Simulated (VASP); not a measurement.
Write the native input for VASP 6.6.1 that does the following.

```
Task                   : single point
Functional             : LDA
Potentials or basis    : VASP PAW LDA potentials, release 64 (Re, Zn)
Cutoff                 : 520 eV
k mesh                 : 11 × 11 × 6
Occupations            : gaussian, width 0.1 eV
Spin                   : no spin polarisation
Dipole correction      : no
Further INCAR settings : ALGO = Fast; EDIFF = 1e-06; NBANDS = 16
```

The structure of ZnRe lies in POSCAR:

```
ZnRe
1.0
    2.7482183400      0.0000000000      0.0000000000
   -1.3741091700      2.3800268976      0.0000000000
    0.0000000000      0.0000000000      4.4940660000
Re Zn
1 1
Direct
    0.0000000000      0.0000000000      0.5000000000
    0.6666666667      0.3333333333      0.0000000000
```

The input as run:

INCAR

```
  PREC = Accurate
  ENCUT = 520
  EDIFF = 1E-6
  ISMEAR = 0
  SIGMA = 0.1
  LREAL = False
  LASPH = True
  NELM = 100
  ALGO = Fast
  ISIF = 2
  LWAVE = False
  LCHARG = True
  GGA = CA
  LELF = True
  LVHAR = True
  NBANDS = 16
```

KPOINTS

```
regular mesh
0
Gamma
  11 11 6
```

Potentials or basis: VASP PAW LDA potentials, release 64 (Re, Zn).

The run is started by

```sh
$ cat potpaw_LDA.64/Re/POTCAR potpaw_LDA.64/Zn/POTCAR > POTCAR
$ mpirun -np 1 vasp_std > vasp.out
```

Results of the run:

* Pressure: -13.4 GPa

It took 17 s on 1 thread of Intel(R) Xeon(R) Platinum 8488C (Sapphire Rapids) (shared host), peak memory 0.14 GiB.
